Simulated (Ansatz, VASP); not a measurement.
## HfO2 in VASP and in Ansatz

```xyz
6
Lattice="4.8804 0.0000 0.0000 0.0000 4.8804 0.0000 0.0000 0.0000 3.3672" Properties=species:S:1:pos:R:3 pbc="T T T"
Hf    0.0000    0.0000    0.0000
Hf    2.4402    2.4402    1.6836
O     0.9457    3.9347    1.6836
O     1.4945    1.4945    0.0000
O     3.3859    3.3859    0.0000
O     3.9347    0.9457    1.6836
```

Change from the starting cell: strain along c alone, the other axes held, atoms relaxed: +4.0 %.

Alike in both runs: task relaxation of the atoms; functional PBE; k mesh 6 × 6 × 8; occupations gaussian, width 0.02 eV; no spin polarisation.

|  | VASP | Ansatz |
| --- | --- | --- |
| version | VASP 6.6.1 | Ansatz 0.2.0 |
| potentials or method | VASP PAW PBE potentials, release 64 (Hf_pv, O), cutoff 520 eV | scalar-relativistic, plane waves, PAW |
| valence electrons in the cell | 44 | 76 |

|  | VASP | Ansatz | Ansatz less VASP |
| --- | --- | --- | --- |
| gap on the k mesh at the Fermi level, each at its own relaxed structure (eV) | 3.75 | 3.80 | +0.048 |

VASP's potentials hold 44 valence electrons a cell and Ansatz's 76, so a difference there can come from the potentials and not from the codes. Ansatz's warnings: stress scf threshold loose.

Neither program's run includes spin-orbit coupling.
